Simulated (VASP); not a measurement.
A run of VASP 6.6.1 is set up as follows.

The input INCAR:

```
SYSTEM = Cu
ALGO = Normal
EDIFF = 1E-6
ENCUT = 600
GGA = PS
GGA_COMPAT = .FALSE.
ISIF = 2
ISMEAR = -1
LASPH = .TRUE.
LCHARG = .TRUE.
LELF = .TRUE.
LREAL = .FALSE.
LVHAR = .TRUE.
LWAVE = .FALSE.
NBANDS = 12
NELM = 120
PREC = Accurate
SIGMA = 0.05
```

Contents of KPOINTS:

```
k-points
0
G
  13 13 13
  0 0 0
```

Contents of POSCAR:

```
Cu
1.0
   -1.4574413435      1.4574413435      1.3485598210
    1.4574413435     -1.4574413435      1.3485598210
    1.4574413435      1.4574413435     -1.3485598210
Cu
1
Direct
    0.0000000000      0.0000000000      0.0000000000
```

Potentials or basis: VASP PAW PBE potentials, release 64 (Cu).

Run with:

```sh
$ cat potpaw_PBE.64/Cu/POTCAR > POTCAR
$ mpirun -np 1 vasp_std > vasp.out
```

Problem. What does it give for the band gap on the k mesh?

Solution. Zero (an odd number of electrons rules out a gap without spin polarisation).

Problem. Predict the pressure.

Solution. -0.4 GPa.

Stress tensor (GPa, compression positive):
```
-0.61  0.00  0.00
 0.00 -0.61  0.00
 0.00  0.00  0.03
```

Caveat: the PAW data sets were made with another functional, which shifts forces and pressure a little.
